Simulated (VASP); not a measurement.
A run of VASP 6.6.1 is set up as follows.

File INCAR:

```
  PREC = Accurate
  ENCUT = 520
  EDIFF = 1E-6
  ISMEAR = 0
  SIGMA = 0.15
  LREAL = F
  LASPH = T
  NELM = 80
  ALGO = Normal
  ISIF = 2
  LWAVE = F
  LCHARG = F
  GGA = CA
  NBANDS = 11
```

The input KPOINTS:

```
regular mesh
0
Gamma
  26 26 26
```

File POSCAR:

```
Si
1.0
   -2.5015362239      2.5015362239      1.2400342740
    2.5015362239     -2.5015362239      1.2400342740
    2.5015362239      2.5015362239     -1.2400342740
Si
2
Direct
    0.2500000000      0.7500000000      0.5000000000
    0.5000000000      0.5000000000      0.0000000000
```

Potentials or basis: VASP PAW LDA potentials, release 64 (Si).

Launch:

```sh
$ cat potpaw_LDA.64/Si/POTCAR > POTCAR
$ mpirun -np 1 vasp_std > vasp.out
```

Question: Estimate the pressure.

Answer: -4.1 GPa.

Question: Estimate the band gap on the k mesh.

Answer: Zero (bands 4 and 5 overlap by 5.26 eV).

Stress tensor (GPa, compression positive):
```
-8.20  0.00  0.00
 0.00 -8.20  0.00
 0.00  0.00  4.19
```

Caveat: the cell differs from its parent crystal (strain +0.050 along x and y, -0.050 along z); the stress differs along the axes, from -8 to 4 GPa.
